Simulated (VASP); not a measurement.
Sc4SiS2: relaxation of cell and atoms with PBE

Sc4SiS2:

```
Sc Si S
1.0
     3.36734    0.00000    0.00000
    -1.68367    2.91620    0.00000
     0.00000    0.00000   13.23410
Sc Si S
4 1 2
Cartesian
  0.0000 0.0000 8.3656
  1.6837 0.9721 4.9188
  1.6837 0.9721 1.7511
  0.0000 0.0000 11.4956
  0.0000 0.0000 0.4842
  0.0000 0.0000 3.3578
  1.6837 0.9721 9.9115
```

The cell was built from a structure type or drawn by symmetry, and may not be a known phase.

| Property | Result |
| --- | --- |
| Program | VASP 6.6.1 |
| Task | relaxation of cell and atoms |
| Functional | PBE |
| Potentials or basis | VASP PAW PBE potentials, release 64 (Sc_sv, Si, S) |
| Cutoff | 600 eV |
| k mesh | 6 × 6 × 2 |
| Occupations | gaussian, width 0.2 eV |
| Spin | no spin polarisation |
| Dipole correction | no |
| Further INCAR settings | ALGO = Normal; EDIFF = 1e-07; IBRION = 2; EDIFFG = -0.08; NSW = 36; ISIF = 3 |

The relaxed volume is 20.66 Å³/atom, the relaxed cell is a = 3.440 Å, b = 3.440 Å, c = 14.115 Å, α = 90.00°, β = 90.00°, γ = 120.00° and the space group after relaxing (to 0.1 Å) is P3m1 (No. 156). The energy gained by relaxing is 550.4 meV/atom and the ionic steps are 21. The pressure after relaxing is 0.0 GPa and the largest force after relaxing is 0.040 eV/Å. The band gap on the k mesh is zero (bands 30 and 31 overlap by 1.26 eV).

Forces in eV/Å, atoms in the order of the input:
```
Sc   0.000  0.000  0.038
Sc   0.000  0.000 -0.040
Sc   0.000  0.000 -0.025
Sc   0.000  0.000  0.033
Si   0.000  0.000 -0.005
S    0.000  0.000 -0.011
S    0.000  0.000  0.009
```

Stress tensor (GPa, compression positive):
```
0.02 0.00 0.00
0.00 0.02 0.00
0.00 0.00 0.12
```

Step by step:
```tsv
step	energy change (eV)	largest force (eV/Å)	pressure (GPa)	volume (Å³)
1	0.0000	2.9729	20.81	129.96
2	-1.9202	1.1486	-7.36	180.67
3	-2.3194	1.6600	-2.10	163.09
4	-2.3195	1.6828	-1.82	162.38
5	-2.7174	1.2007	-1.81	159.94
6	-3.0766	0.9317	-1.24	156.02
7	-3.1087	1.1549	-0.59	154.11
8	-3.1108	1.1055	-0.75	154.51
9	-3.2403	0.7778	0.18	150.77
10	-3.3232	1.0858	2.40	144.47
11	-3.3915	1.0843	1.70	144.95
12	-3.5321	1.0690	-0.05	146.39
13	-3.5281	1.4206	-2.17	149.25
14	-3.5797	1.0743	-1.24	147.70
15	-3.7318	0.9025	-0.61	145.97
16	-3.7876	0.7624	0.39	144.08
17	-3.8343	0.3755	-0.15	144.86
18	-3.8475	0.2116	-0.51	145.53
19	-3.8515	0.0818	0.29	144.18
20	-3.8516	0.0900	0.18	144.36
21	-3.8528	0.0396	0.05	144.62
```

Final structure:
```cif
data_structure
_symmetry_space_group_name_H-M 'P 1'
_symmetry_Int_Tables_number 1
_cell_length_a 3.4396
_cell_length_b 3.4396
_cell_length_c 14.1148
_cell_angle_alpha 90.000
_cell_angle_beta 90.000
_cell_angle_gamma 120.000
_cell_volume 144.62
loop_
_atom_site_label
_atom_site_type_symbol
_atom_site_fract_x
_atom_site_fract_y
_atom_site_fract_z
_atom_site_occupancy
Sc1 Sc 0.00000 0.00000 0.59573 1
Sc2 Sc 0.66667 0.33333 0.41261 1
Sc3 Sc 0.66667 0.33333 0.17036 1
Sc4 Sc 0.00000 0.00000 0.83384 1
Si1 Si 0.00000 0.00000 0.02328 1
S1 S 0.00000 0.00000 0.29027 1
S2 S 0.66667 0.33333 0.71790 1
```

Levels at points of the mesh, in eV from the Fermi level:
| k point | band 26 | band 27 | band 28 | band 29 | band 30 | band 31 | band 32 | band 33 | band 34 | band 35 |
| --- | --- | --- | --- | --- | --- | --- | --- | --- | --- | --- |
| (0.00, 0.00, 0.00) | -2.58 | -2.39 | -0.81 | 0.04 | 0.96 | 0.96 | 1.17 | 1.17 | 1.21 | 1.21 |
| (0.50, 0.00, 0.00) | -3.13 | -1.27 | -0.75 | -0.69 | -0.56 | -0.28 | 0.00 | 0.81 | 1.11 | 1.13 |
| (0.00, 0.00, 0.50) | -2.58 | -1.78 | -1.15 | 0.14 | 0.98 | 0.98 | 1.16 | 1.16 | 1.24 | 1.24 |
| (0.50, 0.00, 0.50) | -3.13 | -1.28 | -0.76 | -0.63 | -0.58 | -0.27 | -0.05 | 0.76 | 1.17 | 1.17 |

It took 17 min on 1 thread of Intel(R) Xeon(R) 6975P-C (Granite Rapids), with other jobs on the host, peak memory 0.33 GiB.

Caveat: the relaxation stopped at a loose force limit of 0.08 eV/Å, so its end isn't a converged minimum.
